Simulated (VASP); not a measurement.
# Ta2N (P-31m) in VASP: further runs

Ta2N is run at these levels: LDA; tasks: single point.

Everything below comes from runs of VASP 6.6.1. Logs are shortened: lines on timing, memory, paths and dates and some standing lists are left out, and cuts for length are marked.

### Step 1. The cell of the first run

The structure is trigonal, space group P-31m (No. 162). The conventional cell has a = 5.300 Å, b = 5.300 Å, c = 4.752 Å, α = 90.00°, β = 90.00°, γ = 120.00°. Ta (site symmetry m) has 3 N at 2.07 to 2.28 Å within 2.7 Å. N (site symmetry 32) has 6 Ta at 2.07 Å within 2.7 Å. N (site symmetry -3m) has 6 Ta at 2.28 Å within 3.0 Å.

### Step 2. Single point, LDA (c/a of the conventional cell at fixed volume 0.8966)

Input file INCAR:

```
ALGO     = Normal         # electronic algorithm
EDIFF    = 1E-6           # SCF threshold, eV
ENCUT    = 520            # plane-wave cutoff, eV
ISIF     = 2              # what is computed and relaxed
ISMEAR   = 0              # smearing method
LASPH    = T              # aspherical terms in the spheres
LCHARG   = F              # write CHGCAR
LREAL    = F              # projectors in reciprocal space
LWAVE    = F              # write WAVECAR
NBANDS   = 50             # bands
NELM     = 100            # most SCF steps
PREC     = Accurate       # precision mode
SIGMA    = 0.15           # smearing width, eV
```

Input file KPOINTS:

```
k-points
0
Gamma
  9 9 8
```

Input file POSCAR:

```
Ta2N
1.0
    5.3004953848      0.0000000000      0.0000000000
   -2.6502476924      4.5903636559      0.0000000000
    0.0000000000      0.0000000000      4.7524241620
Ta N
6 3
Direct
    0.6310702833      0.6310702833      0.7526041962
    0.0000000000      0.3689297167      0.7526041962
    0.3689297167      0.0000000000      0.7526041962
    0.3689297167      0.3689297167      0.2473958038
    0.0000000000      0.6310702833      0.2473958038
    0.6310702833      0.0000000000      0.2473958038
    0.6666666667      0.3333333333      0.5000000000
    0.3333333333      0.6666666667      0.5000000000
    0.0000000000      0.0000000000      0.0000000000
```

Potentials or basis: VASP PAW LDA potentials, release 64 (Ta_pv, N).

Launch:

```console
$ cat potpaw_LDA.64/Ta_pv/POTCAR potpaw_LDA.64/N/POTCAR > POTCAR
$ mpirun -np 1 vasp_std > vasp.out
```

OUTCAR:

```text
EDIFF = 1E-6
   ENCUT = 520
   ISIF = 2
   ISMEAR = 0
   LASPH = T
   LREAL = F
   NELM = 100
   PREC = Accurate

 ion  position               nearest neighbor table
   1  0.631  0.631  0.753-   8 2.07   7 2.07   9 2.28   4 2.73   4 2.77   2 2.91   2 2.91   3 2.91
                             3 2.91   5 3.06   6 3.06   5 3.10   6 3.10   3 3.39   2 3.39
   2  0.000  0.369  0.753-   7 2.07   8 2.07   9 2.28   5 2.73   5 2.77   1 2.91   1 2.91   3 2.91
                             3 2.91   4 3.06   6 3.06   4 3.10   6 3.10   3 3.39   1 3.39
   3  0.369  0.000  0.753-   8 2.07   7 2.07   9 2.28   6 2.73   6 2.77   1 2.91   2 2.91   1 2.91
                             2 2.91   4 3.06   5 3.06   4 3.10   5 3.10   2 3.39   1 3.39
   4  0.369  0.369  0.247-   7 2.07   8 2.07   9 2.28   1 2.73   1 2.77   5 2.91   5 2.91   6 2.91
                             6 2.91   2 3.06   3 3.06   2 3.10   3 3.10   6 3.39   5 3.39
   5  0.000  0.631  0.247-   8 2.07   7 2.07   9 2.28   2 2.73   2 2.77   4 2.91   4 2.91   6 2.91
                             6 2.91   1 3.06   3 3.06   1 3.10   3 3.10   6 3.39   4 3.39
   6  0.631  0.000  0.247-   7 2.07   8 2.07   9 2.28   3 2.73   3 2.77   4 2.91   5 2.91   4 2.91
                             5 2.91   2 3.06   1 3.06   1 3.10   2 3.10   5 3.39   4 3.39
   7  0.667  0.333  0.500-   2 2.07   6 2.07   5 2.07   3 2.07   4 2.07   1 2.07
   8  0.333  0.667  0.500-   5 2.07   3 2.07   2 2.07   6 2.07   1 2.07   4 2.07
   9  0.000  0.000  0.000-   3 2.28   6 2.28   1 2.28   4 2.28   5 2.28   2 2.28

  LATTYP: Found a hexagonal cell.
 ALAT       =     5.3004953848
 C/A-ratio  =     0.8966000000

  Lattice vectors:

 A1 = (   5.3004953848,   0.0000000000,   0.0000000000)
 A2 = (  -2.6502476924,   4.5903636559,   0.0000000000)
 A3 = (   0.0000000000,   0.0000000000,   4.7524241620)

Analysis of symmetry for initial positions (statically):
=====================================================================
 Subroutine PRICEL returns:
 Original cell was already a primitive cell.

 Routine SETGRP: Setting up the symmetry group for a
 hexagonal supercell.

 Subroutine GETGRP returns: Found 12 space group operations
 (whereof 12 operations were pure point group operations)
 out of a pool of 24 trial point group operations.

The static configuration has the point symmetry D_3d.

Analysis of symmetry for dynamics (positions and initial velocities):
=====================================================================
 Subroutine PRICEL returns:
 Original cell was already a primitive cell.

 Routine SETGRP: Setting up the symmetry group for a
 hexagonal supercell.

 Subroutine GETGRP returns: Found 12 space group operations
 (whereof 12 operations were pure point group operations)
 out of a pool of 24 trial point group operations.

The dynamic configuration has the point symmetry D_3d.

 Subroutine INISYM returns: Found 12 space group operations
 (whereof 12 operations are pure point group operations),
 and found     1 'primitive' translations

----------------------------------------------------------------------------------------

                                     Primitive cell

  volume of cell :     115.6322

  direct lattice vectors                    reciprocal lattice vectors
     5.300495385  0.000000000  0.000000000     0.188661611  0.108923832  0.000000000
    -2.650247692  4.590363656  0.000000000     0.000000000  0.217847664  0.000000000
     0.000000000  0.000000000  4.752424162     0.000000000  0.000000000  0.210418929

  length of vectors
     5.300495385  5.300495385  4.752424162     0.217847664  0.217847664  0.210418929

  position of ions in fractional coordinates (direct lattice)
     0.631070283  0.631070283  0.752604196
     0.000000000  0.368929717  0.752604196
     0.368929717  0.000000000  0.752604196
     0.368929717  0.368929717  0.247395804
     0.000000000  0.631070283  0.247395804
     0.631070283  0.000000000  0.247395804
     0.666666667  0.333333333  0.500000000
     0.333333333  0.666666667  0.500000000
     0.000000000  0.000000000  0.000000000

  ion indices of the primitive-cell ions
   primitive index   ion index
                 1           1
                 2           2
                 3           3
                 4           4
                 5           5
                 6           6
                 7           7
                 8           8
                 9           9

----------------------------------------------------------------------------------------

 KPOINTS: k-points

Automatic generation of k-mesh.
 Grid dimensions read from file:
 generate k-points for:    9    9    8

 Generating k-lattice:

  Cartesian coordinates                     Fractional coordinates (reciprocal lattice)
     0.020962401  0.012102648  0.000000000     0.111111111  0.000000000  0.000000000
     0.000000000  0.024205296  0.000000000     0.000000000  0.111111111  0.000000000
[... 65 lines left out ...]
  Fermi-wavevector in a.u.,A,eV,Ry     =   1.453930  2.747530 28.761537  2.113913
  Thomas-Fermi vector in A             =   2.571140
   LORBIT       =      0    0 simple, 1 ext, 2 COOP (PROOUT), +10 PAW based schemes
   GGA     = CA    functional components
   LHFCALC =     F    Hartree Fock is set to
   AEXX    =    0.0000 exact exchange contribution
   IVDW    =     0    specifies the selected vdW correction
   LEPSILON=     F    determine dielectric tensor
   LRPA    =     F    only Hartree local field effects (RPA)
 non-spin polarized calculation
 Gauss-broadening in eV      SIGMA  =   0.15
  energy-cutoff  :      520.00
  volume of cell :      115.63
 maximum number of plane-waves:      3156
   NGX = 19   NGY = 19   NGZ = 17

 number of electron      80.9999998 magnetization

 Free energy of the ion-electron system (eV)
  ---------------------------------------------------
  ext. energy  EPLUGINS =         0.00000000
  ---------------------------------------------------
  free energy    TOTEN  =      -111.34601930 eV

  energy without entropy =     -111.30569443  energy(sigma->0) =     -111.32585687

 E-fermi :   7.5576     XC(G=0): -13.3034

 val. band max:        7.5379546101   @ k =   0.2222   0.2222   0.5000
 cond. band min:       7.5576588513   @ k =  -0.2222  -0.4444   0.3750
 fundamental gap:      0.0197042411
 Fermi energy:         7.5576266609

 k-point     1 :       0.0000    0.0000    0.0000
  band No.  band energies     occupation
      1     -27.9118      2.00000
      2     -27.8343      2.00000
      3     -27.3609      2.00000
      4     -27.3609      2.00000
      5     -27.3007      2.00000
      6     -27.1806      2.00000
[... 42 lines left out ...]
     49      10.5584      0.00000
     50      10.7339      0.00000

 k-point     2 :       0.1111   -0.0000    0.0000
  band No.  band energies     occupation
      1     -27.8992      2.00000
      2     -27.8228      2.00000
      3     -27.3675      2.00000
      4     -27.3673      2.00000
      5     -27.3354      2.00000
      6     -27.2023      2.00000
[... 42 lines left out ...]
     49      10.3404      0.00000
     50      11.1488      0.00000

 k-point     3 :       0.2222    0.0000    0.0000
  band No.  band energies     occupation
      1     -27.8634      2.00000
      2     -27.7915      2.00000
      3     -27.3896      2.00000
      4     -27.3800      2.00000
      5     -27.3671      2.00000
      6     -27.2385      2.00000
[... 42 lines left out ...]
     49      10.4884      0.00000
     50      11.2044      0.00000

 k-point     4 :       0.3333    0.0000    0.0000
  band No.  band energies     occupation
      1     -27.8125      2.00000
      2     -27.7539      2.00000
      3     -27.4224      2.00000
      4     -27.3905      2.00000
      5     -27.3667      2.00000
      6     -27.2610      2.00000
[... 999 lines left out ...]
 k-point    23 :      -0.1111    0.4444    0.1250
  band No.  band energies     occupation
      1     -27.7881      2.00000
      2     -27.7565      2.00000
      3     -27.4393      2.00000
      4     -27.3788      2.00000
      5     -27.3158      2.00000
      6     -27.2500      2.00000
[... 42 lines left out ...]
     49      11.0075      0.00000
     50      11.2112      0.00000

 k-point    24 :       0.4444    0.1111    0.1250
  band No.  band energies     occupation
      1     -27.7308      2.00000
      2     -27.7010      2.00000
      3     -27.5065      2.00000
      4     -27.4397      2.00000
      5     -27.3189      2.00000
      6     -27.2932      2.00000
[... 42 lines left out ...]
     49      10.8525      0.00000
     50      11.3614      0.00000

 [... further k-points ...]
[... 5 lines left out ...]
  --------------------------------------------------------------------------------------
  -------------------------------------------------------------------------------------
  Total        5.8474079      5.8474079     14.4020062      0.0000000      0.0000000      0.0000000
  in kB       81.0205567     81.0205567    199.5514220      0.0000000      0.0000000      0.0000000
  external PRESSURE =     120.5308451 kB  Pullay stress =       0.0000000 kB

 VOLUME and BASIS-vectors are now :
 -----------------------------------------------------------------------------
  energy-cutoff  :      520.00
  volume of cell :      115.63
      direct lattice vectors                 reciprocal lattice vectors
     5.300495385  0.000000000  0.000000000     0.188661611  0.108923832  0.000000000
    -2.650247692  4.590363656  0.000000000     0.000000000  0.217847664  0.000000000
     0.000000000  0.000000000  4.752424162     0.000000000  0.000000000  0.210418929

 POSITION                                       TOTAL-FORCE (eV/Angst)
 -----------------------------------------------------------------------------------
      1.67249      2.89684      3.57669         2.301101      3.985625      1.790197
     -0.97776      1.69352      3.57669         2.301101     -3.985625      1.790197
      1.95551      0.00000      3.57669        -4.602203      0.000000      1.790197
      0.97776      1.69352      1.17573        -2.301101     -3.985625     -1.790197
     -1.67249      2.89684      1.17573        -2.301101      3.985625     -1.790197
      3.34499      0.00000      1.17573         4.602203     -0.000000     -1.790197
      2.65025      1.53012      2.37621         0.000000     -0.000000     -0.000000
     -0.00000      3.06024      2.37621         0.000000      0.000000     -0.000000
      0.00000      0.00000      0.00000         0.000000      0.000000     -0.000000
 -----------------------------------------------------------------------------------
    total drift:                                0.000000     -0.000000      0.000000

  FREE ENERGIE OF THE ION-ELECTRON SYSTEM (eV)
  ---------------------------------------------------
  free  energy   TOTEN  =      -111.3460193019 eV

  energy  without entropy=     -111.3056944286  energy(sigma->0) =     -111.32585687
```

Wall time 4 min (1 thread of Intel Xeon 6975P-C (Granite Rapids), shared host); peak memory 0.42 GiB.

Results:

| Quantity | Value |
| --- | --- |
| Free energy | -111.3460 eV |
| Pressure | 12.1 GPa |
| Largest force | 4.938 eV/Å |

Forces on the atoms (eV/Å):
```
Ta   2.301  3.986  1.790
Ta   2.301 -3.986  1.790
Ta  -4.602  0.000  1.790
Ta  -2.301 -3.986 -1.790
Ta  -2.301  3.986 -1.790
Ta   4.602  0.000 -1.790
N    0.000  0.000  0.000
N    0.000  0.000  0.000
N    0.000  0.000  0.000
```

Stress tensor (GPa, compression positive):
```
 8.10  0.00  0.00
 0.00  8.10  0.00
 0.00  0.00 19.96
```

Caveat: spin-orbit coupling is left out, which moves the levels of the heavy elements; forces of over 1 eV/Å act on the atoms, so gaps and moduli don't describe the material at rest.

### Step 3. Single point, LDA (c/a of the conventional cell at fixed volume 0.9340)

Input file INCAR:

```
PREC = Accurate ; ENCUT = 520
EDIFF = 1E-6 ; ISMEAR = 0
SIGMA = 0.15 ; LREAL = F
LASPH = T ; NELM = 60
ALGO = Normal ; ISIF = 2
LWAVE = F ; LCHARG = F
GGA = CA ; NBANDS = 50
```

Input file KPOINTS:

```
regular mesh
0
Gamma
  9 9 8
```

Input file POSCAR:

```
Ta2N
1.0
    5.2288597096      0.0000000000      0.0000000000
   -2.6144298548      4.5283253413      0.0000000000
    0.0000000000      0.0000000000      4.8835331142
Ta N
6 3
Direct
    0.6788818548      0.6788818548      0.7526041962
    0.0000000000      0.3211181452      0.7526041962
    0.3211181452      0.0000000000      0.7526041962
    0.3211181452      0.3211181452      0.2473958038
    0.0000000000      0.6788818548      0.2473958038
    0.6788818548      0.0000000000      0.2473958038
    0.6666666667      0.3333333333      0.5000000000
    0.3333333333      0.6666666667      0.5000000000
    0.0000000000      0.0000000000      0.0000000000
```

Potentials or basis: VASP PAW LDA potentials, release 64 (Ta_pv, N).

Launch:

```console
$ cat potpaw_LDA.64/Ta_pv/POTCAR potpaw_LDA.64/N/POTCAR > POTCAR
$ mpirun -np 1 vasp_std > vasp.out
```

It took 3 min on 1 thread of Intel Xeon 6975P-C (Granite Rapids), shared host; peak memory 0.43 GiB.

Results (log left out):

* Free energy: -113.7650 eV
* Pressure: 3.3 GPa
* Largest force: 1.940 eV/Å

Forces on the atoms (eV/Å):
```
Ta  -0.909 -1.574 -0.678
Ta  -0.909  1.574 -0.678
Ta   1.818  0.000 -0.678
Ta   0.909  1.574  0.678
Ta   0.909 -1.574  0.678
Ta  -1.818  0.000  0.678
N    0.000  0.000  0.000
N    0.000  0.000  0.000
N    0.000  0.000  0.000
```

Stress tensor (GPa, compression positive):
```
3.74 0.00 0.00
0.00 3.74 0.00
0.00 0.00 2.37
```

Levels at points of the mesh, in eV from the Fermi level:
| k point | band 39 | band 40 | band 41 | band 42 | band 43 | band 44 |
| --- | --- | --- | --- | --- | --- | --- |
| (0.00, 0.00, 0.00) | -0.36 | -0.30 | -0.30 | -0.03 | -0.03 | 0.84 |
| (0.00, 0.00, 0.50) | -1.39 | -1.39 | -1.18 | 0.43 | 0.43 | 1.10 |

Caveat: spin-orbit coupling is left out, which moves the levels of the heavy elements; forces of over 1 eV/Å act on the atoms, so gaps and moduli don't describe the material at rest.

### Step 4. Single point, LDA (c/a of the conventional cell at fixed volume 0.9900)

Input file INCAR:

```
PREC = Accurate ; ENCUT = 520
EDIFF = 1E-7 ; ISMEAR = 0
SIGMA = 0.15 ; LREAL = F
LASPH = T ; NELM = 60
ALGO = Normal ; ISIF = 2
LWAVE = F ; LCHARG = T
GGA = CA ; LELF = T
LVHAR = T ; NBANDS = 50
```

Input file KPOINTS:

```
Automatic mesh
0
Gamma
  9 9 8
```

Input file POSCAR:

```
Ta2N
1.0
    5.1282710815      0.0000000000      0.0000000000
   -2.5641355407      4.4412130340      0.0000000000
    0.0000000000      0.0000000000      5.0769883706
Ta N
6 3
Direct
    0.6908347477      0.6908347477      0.7526041962
    0.0000000000      0.3091652523      0.7526041962
    0.3091652523      0.0000000000      0.7526041962
    0.3091652523      0.3091652523      0.2473958038
    0.0000000000      0.6908347477      0.2473958038
    0.6908347477      0.0000000000      0.2473958038
    0.6666666667      0.3333333333      0.5000000000
    0.3333333333      0.6666666667      0.5000000000
    0.0000000000      0.0000000000      0.0000000000
```

Launch:

```console
$ cat potpaw_LDA.64/Ta_pv/POTCAR potpaw_LDA.64/N/POTCAR > POTCAR
$ mpirun -np 1 vasp_std > vasp.out
```

Wall time 3.8 min (1 thread of Intel Xeon 6975P-C (Granite Rapids), shared host); peak memory 0.43 GiB.

Results (log left out):

* Free energy: -112.3846 eV
* Pressure: 8.1 GPa
* Largest force: 4.373 eV/Å

Forces in eV/Å, atoms in the order of the input:
```
Ta  -2.076 -3.595 -1.373
Ta  -2.076  3.595 -1.373
Ta   4.151  0.000 -1.373
Ta   2.076  3.595  1.373
Ta   2.076 -3.595  1.373
Ta  -4.151  0.000  1.373
N    0.000  0.000  0.000
N    0.000  0.000  0.000
N    0.000  0.000  0.000
```

Stress tensor (GPa, compression positive):
```
14.33  0.00  0.00
 0.00 14.33  0.00
 0.00  0.00 -4.42
```

Levels at points of the mesh, in eV from the Fermi level:
```csv
k point,band 39,band 40,band 41,band 42,band 43,band 44
"(0.00, 0.00, 0.00)",-0.67,0.00,0.00,0.08,0.08,1.45
"(0.00, 0.00, 0.50)",-1.22,-1.01,-1.01,0.37,0.37,1.39
```

Caveat: spin-orbit coupling is left out, which moves the levels of the heavy elements; forces of over 1 eV/Å act on the atoms, so gaps and moduli don't describe the material at rest.

### Step 5. The runs side by side

| cell | gap on the mesh (eV) | pressure (GPa) | largest force (eV/Å) |
| --- | --- | --- | --- |
| a = 5.300, b = 5.300, c = 4.752 Å, angles 90.0, 90.0, 120.0°, 9 atoms | none | 12.1 | 4.94 |
| a = 5.229, b = 5.229, c = 4.884 Å, angles 90.0, 90.0, 120.0°, 9 atoms | none | 3.3 | 1.94 |
| a = 5.128, b = 5.128, c = 5.077 Å, angles 90.0, 90.0, 120.0°, 9 atoms | none | 8.1 | 4.37 |

Alike in all rows: task single point; level LDA; potentials or basis VASP PAW LDA potentials, release 64 (Ta_pv, N); no spin polarisation; k mesh 9 × 9 × 8; cutoff (eV) 520; smearing gaussian 0.15 eV.

Caveats: spin-orbit coupling is left out, which moves the levels of the heavy elements; forces of over 1 eV/Å act on the atoms, so gaps and moduli don't describe the material at rest.

Total energies depend on the potentials used, so only differences within one code and one set of settings carry meaning.
